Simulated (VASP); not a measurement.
# ZnS (F-43m) in VASP: further runs

Runs on ZnS. Level: PBE. Tasks: single point.

All numbers are computed with VASP 6.6.1; they aren't measurements. Logs are shortened: lines on timing, memory, paths and dates and some standing lists are left out, and cuts for length are marked.

## Step 1: The cell of the first run

Symmetry: F-43m, No. 216, cubic system. The conventional cell has a = 5.445 Å, b = 5.445 Å, c = 5.445 Å, α = 90.00°, β = 90.00°, γ = 90.00°. Zn (site symmetry -43m) has 4 S at 2.36 Å within 3.1 Å. S (site symmetry -43m) has 4 Zn at 2.36 Å within 3.1 Å.

## Step 2: Single point, PBE (volume scaled by 1.02)

The input, INCAR:

```
SYSTEM = ZnS
  ALGO = Normal
  EDIFF = 1E-7
  ENCUT = 520
  GGA = PE
  ISIF = 2
  ISMEAR = -1
  LASPH = .TRUE.
  LCHARG = .TRUE.
  LELF = .TRUE.
  LREAL = .FALSE.
  LVHAR = .TRUE.
  LWAVE = .FALSE.
  NBANDS = 16
  NELM = 60
  PREC = Accurate
  SIGMA = 0.01
```

The input, KPOINTS:

```
k-points
0
G
  8 8 8
  0 0 0
```

The input, POSCAR:

```
ZnS
1.0
    0.0000000000      2.7225621114      2.7225621114
    2.7225621114      0.0000000000      2.7225621114
    2.7225621114      2.7225621114      0.0000000000
Zn S
1 1
Direct
    0.0000000000      0.0000000000      0.0000000000
    0.7500000000      0.7500000000      0.7500000000
```

Potentials or basis: VASP PAW PBE potentials, release 64 (Zn, S).

Run with:

```
$ cat potpaw_PBE.64/Zn/POTCAR potpaw_PBE.64/S/POTCAR > POTCAR
$ mpirun -np 1 vasp_std > vasp.out
```

OUTCAR:

```text
SYSTEM = ZnS
   EDIFF = 1E-7
   ENCUT = 520
   GGA = PE
   ISIF = 2
   ISMEAR = -1
   LASPH = .TRUE.
   LREAL = .FALSE.
   NELM = 60
   PREC = Accurate

 ion  position               nearest neighbor table
   1  0.000  0.000  0.000-   2 2.36   2 2.36   2 2.36   2 2.36
   2  0.750  0.750  0.750-   1 2.36   1 2.36   1 2.36   1 2.36

  LATTYP: Found a face centered cubic cell.
 ALAT       =     5.4451242228

  Lattice vectors:

 A1 = (   0.0000000000,   2.7225621114,   2.7225621114)
 A2 = (   2.7225621114,   0.0000000000,   2.7225621114)
 A3 = (   2.7225621114,   2.7225621114,   0.0000000000)

Analysis of symmetry for initial positions (statically):
=====================================================================
 Subroutine PRICEL returns:
 Original cell was already a primitive cell.

 Routine SETGRP: Setting up the symmetry group for a
 face centered cubic supercell.

 Subroutine GETGRP returns: Found 24 space group operations
 (whereof 24 operations were pure point group operations)
 out of a pool of 48 trial point group operations.

The static configuration has the point symmetry T_d .

Analysis of symmetry for dynamics (positions and initial velocities):
=====================================================================
 Subroutine PRICEL returns:
 Original cell was already a primitive cell.

 Routine SETGRP: Setting up the symmetry group for a
 face centered cubic supercell.

 Subroutine GETGRP returns: Found 24 space group operations
 (whereof 24 operations were pure point group operations)
 out of a pool of 48 trial point group operations.

The dynamic configuration has the point symmetry T_d .

 Subroutine INISYM returns: Found 24 space group operations
 (whereof 24 operations are pure point group operations),
 and found     1 'primitive' translations

----------------------------------------------------------------------------------------

                                     Primitive cell

  volume of cell :      40.3611

  direct lattice vectors                    reciprocal lattice vectors
     0.000000000  2.722562111  2.722562111    -0.183650539  0.183650539  0.183650539
     2.722562111  0.000000000  2.722562111     0.183650539 -0.183650539  0.183650539
     2.722562111  2.722562111  0.000000000     0.183650539  0.183650539 -0.183650539

  length of vectors
     3.850284262  3.850284262  3.850284262     0.318092065  0.318092065  0.318092065

  position of ions in fractional coordinates (direct lattice)
[... 72 lines left out ...]
   ICHARG =      2    charge: 1-file 2-atom 10-const
   ISPIN  =      1    spin polarized calculation?
   LNONCOLLINEAR =      F non collinear calculations
   LSORBIT =      F    spin-orbit coupling
   LASPH  =      T    aspherical Exc in radial PAW
   ENCUT  =  520.0 eV  38.22 Ry    6.18 a.u.   7.16  7.16  7.16*2*pi/ulx,y,z
   NELM   =     60;   NELMIN=  2; NELMDL= -5     # of ELM steps
   EDIFF  = 0.1E-06   stopping-criterion for ELM
   LREAL  =      F    real-space projection
   EDIFFG = 0.1E-05   stopping-criterion for IOM
   NSW    =      0    number of steps for IOM
   IBRION =     -1    ionic relax: 0-MD 1-quasi-New 2-CG
   NFREE  =      0    steps in history (QN), initial steepest desc. (CG)
   ISIF   =      2    stress and relaxation
   ISYM   =      2    0-nonsym 1-usesym 2-fastsym
   POTIM  = 0.5000    time-step for ionic-motion
   TEBEG  =    0.0;   TEEND  =   0.0 temperature during run
   PSTRESS=    0.0 pullay stress
   NELECT =      18.0000    total number of electrons
   NUPDOWN=      -1.0000    fix difference up-down
   EMIN   =  10.00;   EMAX   =-10.00  energy-range for DOS
   EFERMI =   0.00;   METHOD = LEGACY
   ISMEAR =    -1;   SIGMA  =   0.01  broadening in eV -4-tet -1-fermi 0-gaus
   EFERMI_NEDOS =   21; number of points for ismear=-14 and -15
   IALGO  =     38    algorithm
   IMIX   =      4    mixing-type and parameters
     AMIX     =   0.40;   BMIX     =  1.00
     AMIX_MAG =   1.60;   BMIX_MAG =  1.00
  volume/ion in A,a.u.               =      20.18       136.19
  Fermi-wavevector in a.u.,A,eV,Ry     =   1.250771  2.363615 21.285343  1.564429
  Thomas-Fermi vector in A             =   2.384750
   LORBIT       =      0    0 simple, 1 ext, 2 COOP (PROOUT), +10 PAW based schemes
   GGA     = PE    functional components
   LHFCALC =     F    Hartree Fock is set to
   AEXX    =    0.0000 exact exchange contribution
   IVDW    =     0    specifies the selected vdW correction
   LEPSILON=     F    determine dielectric tensor
   LRPA    =     F    only Hartree local field effects (RPA)
 non-spin polarized calculation
  energy-cutoff  :      520.00
  volume of cell :       40.36
 maximum number of plane-waves:      1106
 NGX is ok and might be reduce to    30
   NGX = 15   NGY = 15   NGZ = 15

 number of electron      18.0000008 magnetization

 Free energy of the ion-electron system (eV)
  ---------------------------------------------------
  ext. energy  EPLUGINS =         0.00000000
  ---------------------------------------------------
  free energy    TOTEN  =        -6.85238248 eV

  energy without entropy =       -6.85238248  energy(sigma->0) =       -6.85238248

 E-fermi :   2.1227     XC(G=0):  -9.5233

 val. band max:        1.8975563363   @ k =   0.0000   0.0000   0.0000
 cond. band min:       3.9128928853   @ k =   0.0000   0.0000   0.0000
 fundamental gap:      2.0153365490
 Fermi energy:         2.1226936846

 k-point     1 :       0.0000    0.0000    0.0000
  band No.  band energies     occupation
      1     -11.0868      2.00000
      2      -4.3537      2.00000
      3      -4.3537      2.00000
      4      -4.3537      2.00000
      5      -3.8821      2.00000
      6      -3.8821      2.00000
[... 433 lines left out ...]
      3      -4.1772      2.00000
      4      -3.9294      2.00000
      5      -3.8698      2.00000
      6      -3.6240      2.00000
[... 8 lines left out ...]
     15      15.2753      0.00000
     16      16.0533      0.00000

 [... further k-points ...]
[... 5 lines left out ...]
  --------------------------------------------------------------------------------------
  -------------------------------------------------------------------------------------
  Total        0.0242855      0.0242855      0.0242855      0.0000000      0.0000000      0.0000000
  in kB        0.9640367      0.9640367      0.9640367      0.0000000      0.0000000      0.0000000
  external PRESSURE =       0.9640367 kB  Pullay stress =       0.0000000 kB

 VOLUME and BASIS-vectors are now :
 -----------------------------------------------------------------------------
  energy-cutoff  :      520.00
  volume of cell :       40.36
      direct lattice vectors                 reciprocal lattice vectors
     0.000000000  2.722562111  2.722562111    -0.183650539  0.183650539  0.183650539
     2.722562111  0.000000000  2.722562111     0.183650539 -0.183650539  0.183650539
     2.722562111  2.722562111  0.000000000     0.183650539  0.183650539 -0.183650539

 POSITION                                       TOTAL-FORCE (eV/Angst)
 -----------------------------------------------------------------------------------
      0.00000      0.00000      0.00000         0.000000     -0.000000     -0.000000
      4.08384      4.08384      4.08384        -0.000000      0.000000      0.000000
 -----------------------------------------------------------------------------------
    total drift:                                0.000000      0.000000      0.000000

  FREE ENERGIE OF THE ION-ELECTRON SYSTEM (eV)
  ---------------------------------------------------
  free  energy   TOTEN  =        -6.8523824798 eV

  energy  without entropy=       -6.8523824798  energy(sigma->0) =       -6.85238248
```

OSZICAR:

```text
N       E                     dE             d eps       ncg     rms          rms(c)
DAV:   1     0.913083517102E+02    0.91308E+02   -0.89941E+03   928   0.137E+03
DAV:   2    -0.117267979483E+01   -0.92481E+02   -0.86815E+02  1048   0.263E+02
DAV:   3    -0.721603720555E+01   -0.60434E+01   -0.60128E+01  1184   0.655E+01
DAV:   4    -0.727880614039E+01   -0.62769E-01   -0.62753E-01  1184   0.698E+00
DAV:   5    -0.727953605926E+01   -0.72992E-03   -0.72991E-03  1136   0.716E-01    0.659E+00
DAV:   6    -0.687220372988E+01    0.40733E+00   -0.73516E-01  1392   0.296E+01    0.518E+00
DAV:   7    -0.685265720000E+01    0.19547E-01   -0.24131E-01  1064   0.438E+00    0.264E+00
DAV:   8    -0.685194752403E+01    0.70968E-03   -0.49806E-03  1200   0.797E-01    0.683E-01
DAV:   9    -0.685221554458E+01   -0.26802E-03   -0.11940E-03  1104   0.279E-01    0.102E-01
DAV:  10    -0.685238954290E+01   -0.17400E-03   -0.22801E-04  1128   0.143E-01    0.550E-02
DAV:  11    -0.685238159027E+01    0.79526E-05   -0.36094E-05  1072   0.894E-02    0.716E-03
DAV:  12    -0.685238248014E+01   -0.88987E-06   -0.43991E-06  1344   0.216E-02    0.500E-03
DAV:  13    -0.685238247982E+01    0.32901E-09   -0.87809E-07  1128   0.853E-03
   1 F= -.68523825E+01 E0= -.68523825E+01  d E =-.459848E-12
```

Wall time 12 s (1 thread of AMD EPYC 9R45 (Zen 5), shared host); peak memory 0.14 GiB.

Results:

| Quantity | Value |
| --- | --- |
| Free energy | -6.8524 eV |
| Pressure | 0.1 GPa |
| Band gap on the k mesh | 2.02 eV, direct |

Levels at points of the mesh, in eV from the valence-band top:
```tsv
k point	band 7	band 8	band 9	band 10	band 11	band 12
(0.00, 0.00, 0.00)	0.00	0.00	0.00	2.02	6.41	6.41
(0.50, 0.00, 0.00)	-5.14	-0.83	-0.83	3.27	6.94	6.94
(0.50, 0.50, 0.00)	-4.47	-2.14	-2.14	3.46	4.07	10.82
```

(Continued in part 2 of 2.)
